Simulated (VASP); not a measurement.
# Co (P-3m1) in VASP: single point with PBE

Aim: the single point of Co with PBE.

All numbers are computed with VASP 6.6.1; they aren't measurements. Logs are shortened: lines on timing, memory, paths and dates and some standing lists are left out, and cuts for length are marked.

## 1. The cell of the first run

The structure is trigonal, space group P-3m1 (No. 164). Conventional cell: a = 2.487 Å, b = 2.487 Å, c = 4.063 Å, α = 90.00°, β = 90.00°, γ = 120.00°. Within 3.2 Å of Co (site symmetry 3m) lie 12 Co at 2.42 to 2.55 Å.

## 2. Single point, PBE, collinear spin, ferromagnetic start

The input, INCAR:

```
SYSTEM = Co
PREC = Accurate ; ENCUT = 600
EDIFF = 1E-6 ; ISMEAR = -1
SIGMA = 0.08 ; LREAL = .False.
LASPH = .True. ; NELM = 200
ALGO = Normal ; ISIF = 2
LWAVE = .False. ; LCHARG = .False.
ISPIN = 2 ; MAGMOM = 2 2 2 2
LORBIT = 11 ; LMAXMIX = 4
GGA = PE ; NBANDS = 30
GGA_COMPAT = .False. ; KPAR = 4
```

The input, KPOINTS:

```
regular mesh
0
Gamma
  13 8 13
  0 0 0
```

The input, POSCAR:

```
Co
1.0
    2.4873648738      0.0000000000      0.0000000000
    0.0000000000      4.3082423384      0.0000000000
    1.2436824369      2.1541211692      4.0632895034
Co
4
Direct
    0.3700695000      0.0367361667      0.2598610000
    0.8700695000      0.5367361667      0.2598610000
    0.6299305000      0.9632638333      0.7401390000
    0.1299305000      0.4632638333      0.7401390000
```

Potentials or basis: VASP PAW PBE potentials, release 64 (Co).

The run is started by

```bash
> cat potpaw_PBE.64/Co/POTCAR > POTCAR
> mpirun -np 4 vasp_std > vasp.out
```

OUTCAR:

```text
SYSTEM = Co
   PREC = Accurate
   ENCUT = 600
   EDIFF = 1E-6
   ISMEAR = -1
   LREAL = .False.
   LASPH = .True.
   NELM = 200
   ISIF = 2
   ISPIN = 2
   LORBIT = 11
   GGA = PE

 ion  position               nearest neighbor table
   1  0.370  0.037  0.260-   3 2.42   3 2.42   4 2.42   2 2.49   2 2.49   2 2.49   2 2.49   4 2.55
                             4 2.55   3 2.55
   2  0.870  0.537  0.260-   4 2.42   4 2.42   3 2.42   1 2.49   1 2.49   1 2.49   1 2.49   3 2.55
                             3 2.55   4 2.55
   3  0.630  0.963  0.740-   1 2.42   1 2.42   2 2.42   4 2.49   4 2.49   4 2.49   4 2.49   2 2.55
                             2 2.55   1 2.55
   4  0.130  0.463  0.740-   2 2.42   2 2.42   1 2.42   3 2.49   3 2.49   3 2.49   3 2.49   1 2.55
                             1 2.55   2 2.55

  LATTYP: Found a body centered orthorhombic cell.
 ALAT       =     2.4873648738
 B/A-ratio  =     1.7320508076
 C/A-ratio  =     3.2671439130

  Lattice vectors:

 A1 = (   1.2436824369,   2.1541211692,  -4.0632895034)
 A2 = (  -1.2436824369,  -2.1541211692,  -4.0632895034)
 A3 = (  -1.2436824369,   2.1541211692,   4.0632895034)

Analysis of symmetry for initial positions (statically):
=====================================================================
 Subroutine PRICEL returns following result:

  LATTYP: Found a hexagonal cell.
 ALAT       =     2.4873648738
 C/A-ratio  =     1.6335719565
[... 12 lines left out ...]
 Subroutine GETGRP returns: Found  4 space group operations
 (whereof  4 operations were pure point group operations)
 out of a pool of  8 trial point group operations.

The static configuration has the point symmetry C_2h.

Analysis of symmetry for dynamics (positions and initial velocities):
=====================================================================
 Subroutine PRICEL returns following result:

  LATTYP: Found a hexagonal cell.
 ALAT       =     2.4873648738
 C/A-ratio  =     1.6335719565
[... 12 lines left out ...]
 Subroutine GETGRP returns: Found  4 space group operations
 (whereof  4 operations were pure point group operations)
 out of a pool of  8 trial point group operations.

The dynamic configuration has the point symmetry C_2h.

Analysis of structural, dynamic, and magnetic symmetry:
=====================================================================
 Subroutine PRICEL returns following result:

  LATTYP: Found a hexagonal cell.
 ALAT       =     2.4873648738
 C/A-ratio  =     1.6335719565
[... 12 lines left out ...]
 Subroutine GETGRP returns: Found  4 space group operations
 (whereof  4 operations were pure point group operations)
 out of a pool of  8 trial point group operations.

The overall configuration has the point symmetry C_2h.

 Subroutine INISYM returns: Found  4 space group operations
 (whereof  4 operations are pure point group operations),
 and found     2 'primitive' translations

----------------------------------------------------------------------------------------

                                     Primitive cell

  volume of cell :      21.7715

  direct lattice vectors                    reciprocal lattice vectors
    -2.487364874 -0.000000000  0.000000000    -0.402031889 -0.232113220 -0.000000000
     1.243682437 -2.154121169  0.000000000     0.000000000 -0.464226439 -0.000000000
     0.000000000 -0.000000000  4.063289503     0.000000000  0.000000000  0.246106018

  length of vectors
     2.487364874  2.487364874  4.063289503     0.464226439  0.464226439  0.246106018

  position of ions in fractional coordinates (direct lattice)
     0.333333333  0.666666667  0.259861000
     0.666666667  0.333333333  0.740139000

  ion indices of the primitive-cell ions
   primitive index   ion index
                 1           1
                 2           3

----------------------------------------------------------------------------------------

 KPOINTS: regular mesh

Automatic generation of k-mesh.
 Grid dimensions read from file:
 generate k-points for:   13    8   13

 Generating k-lattice:

  Cartesian coordinates                     Fractional coordinates (reciprocal lattice)
     0.030925530  0.000000000 -0.009465616     0.076923077  0.000000000 -0.000000000
[... 29 lines left out ...]
      ... skipping the blow-up phase ...

 Subroutine IBZKPT returns following result:
 ===========================================

 Found    371 irreducible k-points:

 Following reciprocal coordinates:
            Coordinates               Weight
  0.000000  0.000000  0.000000      1.000000
  0.076923  0.000000  0.000000      4.000000
  0.153846  0.000000  0.000000      4.000000
  0.230769  0.000000  0.000000      4.000000
  0.307692  0.000000  0.000000      4.000000
  0.384615  0.000000  0.000000      4.000000
[... 16 lines left out ...]
  0.153846  0.250000 -0.000000      4.000000
  0.230769  0.250000  0.000000      4.000000
 [... further k-points ...]
   k-points           NKPTS =    371   k-points in BZ     NKDIM =    371   number of bands    NBANDS=     30
   number of dos      NEDOS =    301   number of ions     NIONS =      4
   total plane-waves  NPLWV =  28800
   dimension x,y,z NGX =    20 NGY =   36 NGZ =   40
   dimension x,y,z NGXF=    40 NGYF=   72 NGZF=   80
   ions per type =               4
   NGX,Y,Z   is equivalent  to a cutoff of  13.37, 13.89, 13.96 a.u.
   NGXF,Y,Z  is equivalent  to a cutoff of  26.73, 27.78, 27.92 a.u.
 SYSTEM =  Co
   PREC   = accura    normal or accurate (medium, high low for compatibility)
   ISTART =      0    job   : 0-new  1-cont  2-samecut
   ICHARG =      2    charge: 1-file 2-atom 10-const
   ISPIN  =      2    spin polarized calculation?
   LNONCOLLINEAR =      F non collinear calculations
   LSORBIT =      F    spin-orbit coupling
   LASPH  =      T    aspherical Exc in radial PAW
   ENCUT  =  600.0 eV  44.10 Ry    6.64 a.u.   4.97  8.60  9.52*2*pi/ulx,y,z
   NELM   =    200;   NELMIN=  2; NELMDL= -5     # of ELM steps
   EDIFF  = 0.1E-05   stopping-criterion for ELM
   LREAL  =      F    real-space projection
   EDIFFG = 0.1E-04   stopping-criterion for IOM
   NSW    =      0    number of steps for IOM
   IBRION =     -1    ionic relax: 0-MD 1-quasi-New 2-CG
   NFREE  =      0    steps in history (QN), initial steepest desc. (CG)
   ISIF   =      2    stress and relaxation
   ISYM   =      2    0-nonsym 1-usesym 2-fastsym
   POTIM  = 0.5000    time-step for ionic-motion
   TEBEG  =    0.0;   TEEND  =   0.0 temperature during run
   PSTRESS=    0.0 pullay stress
   NELECT =      36.0000    total number of electrons
   NUPDOWN=      -1.0000    fix difference up-down
   EMIN   =  10.00;   EMAX   =-10.00  energy-range for DOS
   EFERMI =   0.00;   METHOD = LEGACY
   ISMEAR =    -1;   SIGMA  =   0.08  broadening in eV -4-tet -1-fermi 0-gaus
   EFERMI_NEDOS =   21; number of points for ismear=-14 and -15
   IALGO  =     38    algorithm
   IMIX   =      4    mixing-type and parameters
     AMIX     =   0.40;   BMIX     =  1.00
     AMIX_MAG =   1.60;   BMIX_MAG =  1.00
  volume/ion in A,a.u.               =      10.89        73.46
  Fermi-wavevector in a.u.,A,eV,Ry     =   1.536514  2.903591 32.121660  2.360875
  Thomas-Fermi vector in A             =   2.643152
   LORBIT       =     11    0 simple, 1 ext, 2 COOP (PROOUT), +10 PAW based schemes
   GGA     = PE    functional components
   LHFCALC =     F    Hartree Fock is set to
   AEXX    =    0.0000 exact exchange contribution
   IVDW    =     0    specifies the selected vdW correction
   LEPSILON=     F    determine dielectric tensor
   LRPA    =     F    only Hartree local field effects (RPA)
 spin polarized calculation
  energy-cutoff  :      600.00
  volume of cell :       43.54
 maximum number of plane-waves:      1484
   NGX =  9   NGY = 17   NGZ = 19

 number of electron      36.0000004 magnetization       6.4369990

 Free energy of the ion-electron system (eV)
  ---------------------------------------------------
  ext. energy  EPLUGINS =         0.00000000
  ---------------------------------------------------
  free energy    TOTEN  =       -28.13909191 eV

  energy without entropy =      -28.06692971  energy(sigma->0) =      -28.10301081

 E-fermi :  10.2284     XC(G=0): -13.3802

 val. band max:       10.2277169580   @ k =   0.0769   0.5000  -0.0000
 cond. band min:      10.2287731983   @ k =   0.3077   0.1250   0.0000
 fundamental gap:      0.0010562403
 Fermi energy:        10.2283501451

 spin component 1

 k-point     1 :       0.0000    0.0000    0.0000
  band No.  band energies     occupation
      1       1.3216      1.00000
      2       5.0748      1.00000
      3       5.1843      1.00000
      4       5.2918      1.00000
      5       6.3193      1.00000
      6       6.5833      1.00000
[... 781 lines left out ...]
     29      24.0263      0.00000
     30      24.1487      0.00000

 [... further k-points ...]

 spin component 2

 k-point     1 :       0.0000    0.0000    0.0000
  band No.  band energies     occupation
      1       1.3145      1.00000
      2       6.0003      1.00000
      3       6.2381      1.00000
      4       6.2755      1.00000
      5       7.6570      1.00000
      6       8.0083      1.00000
[... 781 lines left out ...]
     29      24.4445      0.00000
     30      24.6025      0.00000

 [... further k-points ...]
[... 5 lines left out ...]
  --------------------------------------------------------------------------------------
  -------------------------------------------------------------------------------------
  Total        0.0578035      0.0932715     -0.3652705      0.0000000      0.0018340      0.0000000
  in kB        2.1269011      3.4319578    -13.4402627      0.0000000      0.0674835      0.0000000
  external PRESSURE =      -2.6271346 kB  Pullay stress =       0.0000000 kB

 VOLUME and BASIS-vectors are now :
 -----------------------------------------------------------------------------
  energy-cutoff  :      600.00
  volume of cell :       43.54
      direct lattice vectors                 reciprocal lattice vectors
     2.487364874  0.000000000  0.000000000     0.402031889  0.000000000 -0.123053009
     0.000000000  4.308242338  0.000000000     0.000000000  0.232113220 -0.123053009
     1.243682437  2.154121169  4.063289503     0.000000000  0.000000000  0.246106018

 POSITION                                       TOTAL-FORCE (eV/Angst)
 -----------------------------------------------------------------------------------
      1.24368      0.71804      1.05589        -0.000000      0.000283     -0.502394
      2.48736      2.87216      1.05589        -0.000000      0.000283     -0.502394
      2.48736      5.74432      3.00740         0.000000     -0.000283      0.502394
      1.24368      3.59020      3.00740         0.000000     -0.000283      0.502394
 -----------------------------------------------------------------------------------
    total drift:                                0.000000      0.000000     -0.000000

  FREE ENERGIE OF THE ION-ELECTRON SYSTEM (eV)
  ---------------------------------------------------
  free  energy   TOTEN  =       -28.1390919063 eV

  energy  without entropy=      -28.0669297070  energy(sigma->0) =      -28.10301081

 total charge

# of ion       s       p       d       tot
------------------------------------------
    1        0.489   0.520   7.264   8.273
    2        0.489   0.520   7.264   8.273
    3        0.489   0.520   7.264   8.273
    4        0.489   0.520   7.264   8.273
--------------------------------------------------
tot          1.956   2.082  29.055  33.092

 magnetization (x)

# of ion       s       p       d       tot
------------------------------------------
    1       -0.015  -0.055   1.699   1.629
    2       -0.015  -0.055   1.699   1.629
    3       -0.015  -0.055   1.699   1.629
    4       -0.015  -0.055   1.699   1.629
--------------------------------------------------
tot         -0.059  -0.218   6.795   6.517
```

Run time: 3.3 min. Hardware: 4 MPI ranks of Intel Xeon Platinum 8488C (Sapphire Rapids), shared host; peak memory 0.8 GiB.

What came out:

| Property | Result |
| --- | --- |
| Free energy | -28.1391 eV |
| Pressure | -0.3 GPa |
| Largest force | 0.502 eV/Å |
| Net moment | 6.44 μB per cell |
| Site moments | Co +1.63 μB |
| Valence electrons inside the program's atomic spheres | Co 8.27 |

Forces in eV/Å, atoms in the order of the input:
```
Co   0.000  0.000 -0.502
Co   0.000  0.000 -0.502
Co   0.000  0.000  0.502
Co   0.000  0.000  0.502
```
